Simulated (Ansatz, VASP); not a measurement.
PtSe2: VASP beside Ansatz

INCAR

```
PREC = Accurate
ENCUT = 520
EDIFF = 1E-7
ISMEAR = -1
SIGMA = 0.05
LREAL = False
LASPH = True
NELM = 100
ALGO = Normal
ISIF = 2
LWAVE = False
LCHARG = False
GGA = PE
NBANDS = 18
```

KPOINTS

```
Automatic mesh
0
Gamma
  8 8 5
```

The input POSCAR:

```
PtSe2
1.0
    3.7173065480      0.0000000000      0.0000000000
   -1.8586532740      3.2192819042      0.0000000000
    0.0000000000      0.0000000000      5.8200740200
Pt Se
1 2
Direct
    0.0000000000      0.0000000000      0.0000000000
    0.6666666700      0.3333333300      0.7746118400
    0.3333333300      0.6666666700      0.2253881600
```

Input for Ansatz:

```yaml
crystal:
  lattice:
    - [3.717306548, 0.0, 0.0]
    - [-1.858653274, 3.2192819042, 0.0]
    - [0.0, 0.0, 5.82007402]
  atoms:
    - { symbol: Pt, position: [0.0, 0.0, 0.0] }
    - { symbol: Se, position: [0.66666667, 0.33333333, 0.77461184] }
    - { symbol: Se, position: [0.33333333, 0.66666667, 0.22538816] }
hamiltonian:
  xc: pbe
  pseudopotentials:
    kind: all_electron
    lapw: { basis_error: 0.0001, muffin_tin_radii: { Pt: 1.201, Se: 1.027 } }
kpoints:
  mp_grid: { grid: [8, 8, 5] }
scf:
  occupations: { method: fermi_dirac, width: 0.05 }
  convergence: { dr2_threshold: 1.0e-09 }
output:
  eigenvalues: true
  forces: true
```

Alike in both runs: task single point; functional PBE; k mesh 8 × 8 × 5; occupations fermi-dirac, width 0.05 eV; no spin polarisation.

```csv
,VASP,Ansatz
version,VASP 6.6.1,Ansatz 0.2.0
potentials or method,"VASP PAW PBE potentials, release 64 (Pt, Se), cutoff 520 eV","all-electron LAPW, scalar-relativistic"
```

VASP gave:

- gap on the k mesh at the Fermi level (eV): 0.51
- least direct gap on the mesh (eV): 0.85
- rms of the force components (eV/Å): 0.065

Problem. What did Ansatz give for the same quantities?

Solution. gap on the k mesh at the Fermi level (eV): 0.52; least direct gap on the mesh (eV): 0.86; rms of the force components (eV/Å): 0.065.

Atom by atom the forces differ by 0.000 eV/Å (rms over components). Ansatz ran all-electron here, and VASP with PAW potentials.

Spin-orbit coupling is off throughout.
